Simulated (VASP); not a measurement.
I, 1 atom in the cell. It takes space group C2/m (No. 12, monoclinic). The conventional cell has a = 5.077 Å, b = 7.413 Å, c = 2.880 Å, α = 90.00°, β = 124.24°, γ = 90.00°. I (site symmetry 2/m) has 2 I at 2.88 Å within 3.8 Å. 

* Program: VASP 6.6.1
* Task: single point
* Functional: LDA
* Potentials or basis: VASP PAW LDA potentials, release 64 (I)
* Cutoff: 500 eV
* k mesh: 4 × 4 × 6
* Occupations: gaussian, width 0.1 eV
* Spin: no spin polarisation
* Dipole correction: no
* Further INCAR settings: ALGO = Normal; EDIFF = 1e-06; NBANDS = 10

Potentials or basis: VASP PAW LDA potentials, release 64 (I).

Command:

```sh
$ cat potpaw_LDA.64/I/POTCAR > POTCAR
$ mpirun -np 1 vasp_std > vasp.out
```

Hardware: 1 thread of Intel Xeon 8259CL (shared host).

Task: How long does it take, and how much memory?

Result: Wall time 20 s on 1 thread of Intel Xeon 8259CL (shared host), peak memory 0.16 GiB. Counts: scf iterations 11, k points 34.
